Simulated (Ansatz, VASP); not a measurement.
One calculation of In, two programs

```
In
1.0
    -1.90760    1.90760    1.90760
     1.90760   -1.90760    1.90760
     1.90760    1.90760   -1.90760
In
1
Direct
  0.00000 0.00000 0.00000
```

Alike in both runs: functional PBE; k mesh 15 × 15 × 15; occupations fermi-dirac, width 0.08 eV; no spin polarisation.

Ansatz relaxed the structure, and its values are those at the end. VASP's run is a single point on that final structure, the one shown.

|  | VASP | Ansatz |
| --- | --- | --- |
| version | VASP 6.6.1 | Ansatz 0.2.0 |
| potentials or method | VASP PAW PBE potentials, release 64 (In_d) | PAW with Ansatz's default frozen-core files, scalar-relativistic |
| plane-wave cutoff (eV) | 500 | 420 |
| valence electrons in the cell | 13 | 13 |

|  | VASP | Ansatz | Ansatz less VASP |
| --- | --- | --- | --- |
| pressure (GPa) | 0.0 | 0.0 | +0.03 |
